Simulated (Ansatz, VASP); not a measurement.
**RbBr in VASP and in Ansatz**

```
Rb Br
1.0
     5.25184    0.00000    0.00000
    -2.62592    4.54822    0.00000
     0.00000    0.00000    6.21572
Rb Br
1 1
Direct
  0.00000 0.00000 0.50000
  0.00000 0.00000 0.00000
```

Alike in both runs: functional PBE; k mesh 4 × 4 × 3; occupations gaussian, width 0.15 eV; no spin polarisation.

Ansatz relaxed the structure, and its values are those at the end. VASP's run is a single point on that final structure, the one shown.

|  | VASP | Ansatz |
| --- | --- | --- |
| version | VASP 6.6.1 | Ansatz 0.2.0 |
| potentials or method | VASP PAW PBE potentials, release 64 (Rb_sv, Br), cutoff 500 eV | scalar-relativistic, plane waves, PAW |
| valence electrons in the cell | 16 | 16 |

|  | VASP | Ansatz | Ansatz less VASP |
| --- | --- | --- | --- |
| gap on the k mesh at the Fermi level (eV) | 2.41 | 2.41 | +0.003 |
| least direct gap on the mesh (eV) | 2.41 | 2.41 | +0.003 |
| pressure (GPa) | 0.5 | 0.5 | -0.02 |

With one functional, cell and mesh, what is left measures potentials, basis and numerics.
